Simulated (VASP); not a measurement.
# Al3GaN4 (R3m) in VASP: notebook, part 2 of 2

VASP 6.6.1. The steps go on from the part before.

**5. Single point, PBEsol**

This run uses another cell than the first one, of 10.03 Å³/atom, 1.028 times its volume.

The input, INCAR:

```
PREC = Accurate ; ENCUT = 520
EDIFF = 1E-7 ; ISMEAR = 0
SIGMA = 0.05 ; LREAL = False
LASPH = True ; NELM = 60
ALGO = Normal ; ISIF = 2
LWAVE = False ; LCHARG = True
GGA = PS ; LELF = True
LVHAR = True ; NBANDS = 31
```

The input, KPOINTS:

```
Automatic mesh
0
Gamma
  6 6 6
```

The input, POSCAR:

```
Al3GaN4
1.0
    4.3189760727     -0.1615208909     -0.1615208909
   -0.1615208909      4.3189760727     -0.1615208909
   -0.1615208909     -0.1615208909      4.3189760727
Al Ga N
3 1 4
Direct
    0.5000000000      0.5000000000      0.0000000000
    0.5000000000      0.0000000000      0.5000000000
    0.0000000000      0.5000000000      0.5000000000
    0.0000000000      0.0000000000      0.0000000000
    0.7447140287      0.7447140287      0.2552859713
    0.7447140287      0.2552859713      0.7447140287
    0.2552859713      0.7447140287      0.7447140287
    0.2552859713      0.2552859713      0.2552859713
```

Potentials or basis: VASP PAW PBE potentials, release 64 (Al, Ga_d, N).

Command:

```
$ cat potpaw_PBE.64/Al/POTCAR potpaw_PBE.64/Ga_d/POTCAR potpaw_PBE.64/N/POTCAR > POTCAR
$ mpirun -np 1 vasp_std > vasp.out
```

OUTCAR:

```text
PREC = Accurate
   ENCUT = 520
   EDIFF = 1E-7
   ISMEAR = 0
   LREAL = False
   LASPH = True
   NELM = 60
   ISIF = 2
   GGA = PS

 ion  position               nearest neighbor table
   1  0.500  0.500  0.000-   5 1.72   6 1.90   7 1.90   8 1.91   3 2.94   4 2.94   2 2.94   2 2.94
                             3 2.94   4 2.94   2 3.17   3 3.17   3 3.17   2 3.17
   2  0.500  0.000  0.500-   6 1.72   5 1.90   7 1.90   8 1.91   3 2.94   4 2.94   1 2.94   1 2.94
                             4 2.94   3 2.94   1 3.17   3 3.17   1 3.17   3 3.17
   3  0.000  0.500  0.500-   7 1.72   6 1.90   5 1.90   8 1.91   2 2.94   4 2.94   1 2.94   4 2.94
                             1 2.94   2 2.94   1 3.17   2 3.17   2 3.17   1 3.17
   4  0.000  0.000  0.000-   8 1.77   6 1.96   7 1.96   5 1.96   2 2.94   3 2.94   1 2.94   3 2.94
                             2 2.94   1 2.94
   5  0.745  0.745  0.255-   1 1.72   2 1.90   3 1.90   4 1.96
   6  0.745  0.255  0.745-   2 1.72   1 1.90   3 1.90   4 1.96
   7  0.255  0.745  0.745-   3 1.72   2 1.90   1 1.90   4 1.96
   8  0.255  0.255  0.255-   4 1.77   2 1.91   3 1.91   1 1.91

  LATTYP: Found a trigonal (rhomboedric) cell.
 ALAT       =     4.3250124061
 COS(alpha) =    -0.0731925757

  Lattice vectors:

 A1 = (   4.3189760727,  -0.1615208909,  -0.1615208909)
 A2 = (  -0.1615208909,   4.3189760727,  -0.1615208909)
 A3 = (  -0.1615208909,  -0.1615208909,   4.3189760727)

Analysis of symmetry for initial positions (statically):
=====================================================================
 Subroutine PRICEL returns:
 Original cell was already a primitive cell.

 Routine SETGRP: Setting up the symmetry group for a
 trigonal (rhombohedral) supercell.

 Subroutine GETGRP returns: Found  6 space group operations
 (whereof  6 operations were pure point group operations)
 out of a pool of 12 trial point group operations.

The static configuration has the point symmetry C_3v.

[... 148 lines left out ...]
   LORBIT       =      0    0 simple, 1 ext, 2 COOP (PROOUT), +10 PAW based schemes
   GGA     = PS    functional components
   LHFCALC =     F    Hartree Fock is set to
   AEXX    =    0.0000 exact exchange contribution
   IVDW    =     0    specifies the selected vdW correction
   LEPSILON=     F    determine dielectric tensor
   LRPA    =     F    only Hartree local field effects (RPA)
 non-spin polarized calculation
 Gauss-broadening in eV      SIGMA  =   0.05
  energy-cutoff  :      520.00
  volume of cell :       80.22
 maximum number of plane-waves:      2198
   NGX = 17   NGY = 17   NGZ = 17

 number of electron      42.0000018 magnetization

 Free energy of the ion-electron system (eV)
  ---------------------------------------------------
  ext. energy  EPLUGINS =         0.00000000
  ---------------------------------------------------
  free energy    TOTEN  =       -58.50767564 eV

  energy without entropy =      -58.50767564  energy(sigma->0) =      -58.50767564

 E-fermi :   6.8317     XC(G=0): -11.6259

 val. band max:        6.5689125852   @ k =   0.0000   0.0000   0.0000
 cond. band min:       9.4482308869   @ k =   0.0000   0.0000   0.0000
 fundamental gap:      2.8793183017
 Fermi energy:         6.8317089070

 k-point     1 :       0.0000    0.0000    0.0000
  band No.  band energies     occupation
      1      -9.3643      2.00000
      2      -7.6182      2.00000
      3      -7.1418      2.00000
      4      -7.1418      2.00000
      5      -6.3456      2.00000
      6      -6.3456      2.00000
[... 805 lines left out ...]
     30      17.4295      0.00000
     31      17.7796      0.00000

 [... further k-points ...]

------------------------ aborting loop because EDIFF is reached ----------------------------------------

  FORCE on cell =-STRESS in cart. coord.  units (eV):
  Direction    XX          YY          ZZ          XY          YZ          ZX
  --------------------------------------------------------------------------------------
  -------------------------------------------------------------------------------------
  Total        9.5382781      9.5382781      9.5382781     10.9242189     10.9242189     10.9242189
  in kB      190.5065233    190.5065233    190.5065233    218.1877001    218.1877001    218.1877001
  external PRESSURE =     190.5065233 kB  Pullay stress =       0.0000000 kB

 VOLUME and BASIS-vectors are now :
 -----------------------------------------------------------------------------
  energy-cutoff  :      520.00
  volume of cell :       80.22
      direct lattice vectors                 reciprocal lattice vectors
     4.318976073 -0.161520891 -0.161520891     0.232211140  0.009021613  0.009021613
    -0.161520891  4.318976073 -0.161520891     0.009021613  0.232211140  0.009021613
    -0.161520891 -0.161520891  4.318976073     0.009021613  0.009021613  0.232211140

 POSITION                                       TOTAL-FORCE (eV/Angst)
 -----------------------------------------------------------------------------------
      2.07873      2.07873     -0.16152        -1.382048     -1.382048     -1.535586
      2.07873     -0.16152      2.07873        -1.382048     -1.535586     -1.382048
     -0.16152      2.07873      2.07873        -1.535586     -1.382048     -1.382048
      0.00000      0.00000      0.00000        -1.437534     -1.437534     -1.437534
      3.05488      3.05488      0.86200         1.418900      1.418900      1.563919
      3.05488      0.86200      3.05488         1.418900      1.563919      1.418900
      0.86200      3.05488      3.05488         1.563919      1.418900      1.418900
      1.02011      1.02011      1.02011         1.335496      1.335496      1.335496
 -----------------------------------------------------------------------------------
    total drift:                               -0.000480     -0.000480     -0.000479

  FREE ENERGIE OF THE ION-ELECTRON SYSTEM (eV)
  ---------------------------------------------------
  free  energy   TOTEN  =       -58.5076756368 eV

  energy  without entropy=      -58.5076756368  energy(sigma->0) =      -58.50767564
```

OSZICAR:

```text
N       E                     dE             d eps       ncg     rms          rms(c)
DAV:   1     0.315783744919E+03    0.31578E+03   -0.19823E+04  2248   0.173E+03
DAV:   2    -0.244980874794E+02   -0.34028E+03   -0.31673E+03  2317   0.449E+02
DAV:   3    -0.664862206637E+02   -0.41988E+02   -0.41375E+02  2252   0.126E+02
DAV:   4    -0.681325346117E+02   -0.16463E+01   -0.16405E+01  2642   0.277E+01
DAV:   5    -0.681695356943E+02   -0.37001E-01   -0.36988E-01  2357   0.385E+00    0.171E+01
DAV:   6    -0.585323733973E+02    0.96372E+01   -0.27322E+01  3156   0.585E+01    0.586E+00
DAV:   7    -0.586059075441E+02   -0.73534E-01   -0.34472E+00  2406   0.113E+01    0.416E+00
DAV:   8    -0.585330462113E+02    0.72861E-01   -0.46310E-01  2719   0.688E+00    0.887E-01
DAV:   9    -0.585077601259E+02    0.25286E-01   -0.92755E-02  3165   0.464E+00    0.459E-01
DAV:  10    -0.585075716899E+02    0.18844E-03   -0.14519E-02  2431   0.708E-01    0.191E-01
DAV:  11    -0.585076739962E+02   -0.10231E-03   -0.90662E-04  3105   0.358E-01    0.304E-02
DAV:  12    -0.585076770738E+02   -0.30776E-05   -0.16236E-04  2690   0.166E-01    0.187E-02
DAV:  13    -0.585076758635E+02    0.12103E-05   -0.14622E-05  3100   0.415E-02    0.853E-03
DAV:  14    -0.585076756276E+02    0.23591E-06   -0.42578E-06  3046   0.249E-02    0.333E-03
DAV:  15    -0.585076756149E+02    0.12714E-07   -0.13449E-06  2443   0.755E-03    0.114E-03
DAV:  16    -0.585076756368E+02   -0.21902E-07   -0.89424E-08  1576   0.253E-03
   1 F= -.58507676E+02 E0= -.58507676E+02  d E =-.131419E-15
```

stdout:

```text
POSCAR found type information on POSCAR AlGaN
 POSCAR found :  3 types and       8 ions
 scaLAPACK will be used
 -----------------------------------------------------------------------------
|                                                                             |
|                                                                             |
|     You enforced a specific xc type in the INCAR file but a different       |
|     I HOPE YOU KNOW WHAT YOU ARE DOING!                                     |
|                                                                             |
 -----------------------------------------------------------------------------

 LDA part: xc-table for (Slater+PW92), standard interpolation
 POSCAR, INCAR and KPOINTS ok, starting setup
 FFT: planning ... GRIDC
 FFT: planning ... GRID_SOFT
 FFT: planning ... GRID
 WAVECAR not read
 entering main loop
```

Wall time 61 s (1 thread of Intel Xeon 6975P-C, shared host); peak memory 0.22 GiB.

Results:

```
Free energy            : -58.5077 eV
Pressure               : 19.1 GPa
Largest force          : 2.544 eV/Å
Band gap on the k mesh : 2.88 eV, direct
```

Forces in eV/Å, atoms in the order of the input:
```
Al  -1.382 -1.382 -1.536
Al  -1.382 -1.536 -1.382
Al  -1.536 -1.382 -1.382
Ga  -1.438 -1.438 -1.438
N    1.419  1.419  1.564
N    1.419  1.564  1.419
N    1.564  1.419  1.419
N    1.335  1.335  1.335
```

Stress tensor (GPa, compression positive):
```
19.05 21.82 21.82
21.82 19.05 21.82
21.82 21.82 19.05
```

Levels at points of the mesh, in eV from the valence-band top:
```csv
k point,band 18,band 19,band 20,band 21,band 22,band 23,band 24,band 25
"(0.00, 0.00, 0.00)",-1.80,-0.46,-0.46,0.00,2.88,2.88,2.96,3.43
"(0.50, 0.00, 0.00)",-1.97,-1.66,-1.18,-0.88,5.33,5.38,5.73,5.81
"(0.50, 0.50, 0.00)",-1.25,-1.08,-0.71,-0.56,6.84,7.34,7.41,7.46
"(0.50, 0.50, 0.50)",-0.71,-0.62,-0.62,-0.38,5.40,6.78,7.35,7.35
```

Caveat: the PAW data sets were made with another functional, which shifts forces and pressure a little.

**6. Single point, PBEsol**

This run uses another cell than the first one, of 10.03 Å³/atom, 1.028 times its volume.

The input, INCAR:

```
SYSTEM = Al3GaN4
PREC = Accurate
ENCUT = 520
EDIFF = 1E-7
ISMEAR = 0
SIGMA = 0.05
LREAL = .False.
LASPH = .True.
NELM = 100
ALGO = Normal
ISIF = 2
LWAVE = .False.
LCHARG = .True.
GGA = PS
LELF = .True.
LVHAR = .True.
NBANDS = 31
```

The input, KPOINTS:

```
Automatic mesh
0
Gamma
  6 6 6
  0 0 0
```

Edit POSCAR of step 5 so:

```diff
@@ -2,5 +2,5 @@
 1.0
-    4.3189760727     -0.1615208909     -0.1615208909
-   -0.1615208909      4.3189760727     -0.1615208909
-   -0.1615208909     -0.1615208909      4.3189760727
+    4.3189760727      0.1615208909      0.1615208909
+    0.1615208909      4.3189760727      0.1615208909
+    0.1615208909      0.1615208909      4.3189760727
 Al Ga N
```

Potentials or basis: VASP PAW PBE potentials, release 64 (Al, Ga_d, N).

Command:

```
$ cat potpaw_PBE.64/Al/POTCAR potpaw_PBE.64/Ga_d/POTCAR potpaw_PBE.64/N/POTCAR > POTCAR
$ mpirun -np 1 vasp_std > vasp.out
```

OUTCAR:

```text
SYSTEM = Al3GaN4
   PREC = Accurate
   ENCUT = 520
   EDIFF = 1E-7
   ISMEAR = 0
   LREAL = .False.
   LASPH = .True.
   NELM = 100
   ISIF = 2
   GGA = PS

 ion  position               nearest neighbor table
   1  0.500  0.500  0.000-   8 1.81   7 1.81   6 1.81   5 2.00   2 2.94   3 2.94   2 2.94   4 2.94
                             3 2.94   4 2.94   2 3.17   2 3.17   3 3.17   3 3.17
   2  0.500  0.000  0.500-   8 1.81   7 1.81   5 1.81   6 2.00   1 2.94   4 2.94   1 2.94   3 2.94
                             3 2.94   4 2.94   1 3.17   1 3.17   3 3.17   3 3.17
   3  0.000  0.500  0.500-   8 1.81   6 1.81   5 1.81   7 2.00   1 2.94   4 2.94   2 2.94   4 2.94
                             1 2.94   2 2.94   1 3.17   2 3.17   1 3.17   2 3.17
   4  0.000  0.000  0.000-   5 1.86   6 1.86   7 1.86   8 2.05   2 2.94   3 2.94   1 2.94   3 2.94
                             1 2.94   2 2.94
   5  0.745  0.745  0.255-   2 1.81   3 1.81   4 1.86   1 2.00
   6  0.745  0.255  0.745-   1 1.81   3 1.81   4 1.86   2 2.00
   7  0.255  0.745  0.745-   1 1.81   2 1.81   4 1.86   3 2.00
   8  0.255  0.255  0.255-   1 1.81   2 1.81   3 1.81   4 2.05

  LATTYP: Found a trigonal (rhomboedric) cell.
 ALAT       =     4.3250124061
 COS(alpha) =     0.0759819878

  Lattice vectors:
[... 201 lines left out ...]
      2      -7.4294      2.00000
      3      -7.4294      2.00000
      4      -7.0362      2.00000
      5      -6.3418      2.00000
      6      -6.3418      2.00000
[... 805 lines left out ...]
     30      17.5640      0.00000
     31      17.8713      0.00000

 [... further k-points ...]

------------------------ aborting loop because EDIFF is reached ----------------------------------------

  FORCE on cell =-STRESS in cart. coord.  units (eV):
  Direction    XX          YY          ZZ          XY          YZ          ZX
  --------------------------------------------------------------------------------------
  -------------------------------------------------------------------------------------
  Total        9.0687115      9.0687115      9.0687115     -8.7057881     -8.7057881     -8.7057881
  in kB      181.0898920    181.0898920    181.0898920   -173.8428032   -173.8428032   -173.8428032
  external PRESSURE =     181.0898920 kB  Pullay stress =       0.0000000 kB

 VOLUME and BASIS-vectors are now :
 -----------------------------------------------------------------------------
  energy-cutoff  :      520.00
  volume of cell :       80.23
      direct lattice vectors                 reciprocal lattice vectors
     4.318976073  0.161520891  0.161520891     0.232162357 -0.008369400 -0.008369400
     0.161520891  4.318976073  0.161520891    -0.008369400  0.232162357 -0.008369400
     0.161520891  0.161520891  4.318976073    -0.008369400 -0.008369400  0.232162357

 POSITION                                       TOTAL-FORCE (eV/Angst)
 -----------------------------------------------------------------------------------
      2.24025      2.24025      0.16152         0.602284      0.602284      0.634838
      2.24025      0.16152      2.24025         0.602284      0.634838      0.602284
      0.16152      2.24025      2.24025         0.634838      0.602284      0.602284
      0.00000      0.00000      0.00000         0.631505      0.631505      0.631505
      3.37792      3.37792      1.34315        -0.633021     -0.633021     -0.684990
      3.37792      1.34315      3.37792        -0.633021     -0.684990     -0.633021
      1.34315      3.37792      3.37792        -0.684990     -0.633021     -0.633021
      1.18504      1.18504      1.18504        -0.519878     -0.519878     -0.519878
 -----------------------------------------------------------------------------------
    total drift:                               -0.000480     -0.000480     -0.000481

  FREE ENERGIE OF THE ION-ELECTRON SYSTEM (eV)
  ---------------------------------------------------
  free  energy   TOTEN  =       -58.7297265790 eV

  energy  without entropy=      -58.7297265790  energy(sigma->0) =      -58.72972658
```

OSZICAR:

```text
N       E                     dE             d eps       ncg     rms          rms(c)
DAV:   1     0.329520832368E+03    0.32952E+03   -0.19739E+04  2224   0.172E+03
DAV:   2    -0.223762684083E+02   -0.35190E+03   -0.32498E+03  2288   0.462E+02
DAV:   3    -0.665063605904E+02   -0.44130E+02   -0.43492E+02  2265   0.130E+02
DAV:   4    -0.682826980610E+02   -0.17763E+01   -0.17701E+01  2634   0.288E+01
DAV:   5    -0.683234686800E+02   -0.40771E-01   -0.40752E-01  2326   0.409E+00    0.171E+01
DAV:   6    -0.587633647189E+02    0.95601E+01   -0.26942E+01  3118   0.581E+01    0.582E+00
DAV:   7    -0.588268160581E+02   -0.63451E-01   -0.32798E+00  2414   0.113E+01    0.413E+00
DAV:   8    -0.587550223100E+02    0.71794E-01   -0.45155E-01  2670   0.698E+00    0.882E-01
DAV:   9    -0.587296136451E+02    0.25409E-01   -0.95759E-02  3172   0.478E+00    0.433E-01
DAV:  10    -0.587296236588E+02   -0.10014E-04   -0.12983E-02  2436   0.674E-01    0.184E-01
DAV:  11    -0.587297286625E+02   -0.10500E-03   -0.81212E-04  3163   0.327E-01    0.253E-02
DAV:  12    -0.587297266913E+02    0.19712E-05   -0.13493E-04  3060   0.159E-01    0.173E-02
DAV:  13    -0.587297267796E+02   -0.88252E-07   -0.96858E-06  2996   0.291E-02    0.582E-03
DAV:  14    -0.587297265625E+02    0.21710E-06   -0.19568E-06  3159   0.208E-02    0.210E-03
DAV:  15    -0.587297265790E+02   -0.16556E-07   -0.78837E-07  2425   0.559E-03
   1 F= -.58729727E+02 E0= -.58729727E+02  d E =-.694089E-11
```

It took 55 s on 1 thread of Intel Xeon 6975P-C, shared host; peak memory 0.22 GiB.

Results:

```
Free energy            : -58.7297 eV
Pressure               : 18.1 GPa
Largest force          : 1.127 eV/Å
Band gap on the k mesh : 2.82 eV, direct
```

Forces on the atoms (eV/Å):
```
Al   0.602  0.602  0.635
Al   0.602  0.635  0.602
Al   0.635  0.602  0.602
Ga   0.632  0.632  0.632
N   -0.633 -0.633 -0.685
N   -0.633 -0.685 -0.633
N   -0.685 -0.633 -0.633
N   -0.520 -0.520 -0.520
```

Stress tensor (GPa, compression positive):
```
 18.11 -17.38 -17.38
-17.38  18.11 -17.38
-17.38 -17.38  18.11
```

Caveat: the PAW data sets were made with another functional, which shifts forces and pressure a little.

**7. Overview**

| cell | gap on the mesh (eV) | pressure (GPa) | largest force (eV/Å) |
| --- | --- | --- | --- |
| a = 4.276 Å, angles 87.8°, 8 atoms | 3.15 | 23.0 | 0.81 |
| a = 4.333 Å, angles 96.2°, 8 atoms | 2.63 | 26.7 | 4.74 |
| a = 4.333 Å, angles 83.4°, 8 atoms | 2.41 | 23.5 | 1.42 |
| a = 4.325 Å, angles 94.2°, 8 atoms | 2.88 | 19.1 | 2.54 |
| a = 4.325 Å, angles 85.6°, 8 atoms | 2.82 | 18.1 | 1.13 |

Alike in all rows: task single point; level PBEsol; potentials or basis VASP PAW PBE potentials, release 64 (Al, Ga_d, N); no spin polarisation; k mesh 6 × 6 × 6; cutoff (eV) 520; smearing gaussian 0.05 eV.

Caveats: the PAW data sets were made with another functional, which shifts forces and pressure a little.

Total energies depend on the potentials used, so only differences within one code and one set of settings carry meaning.
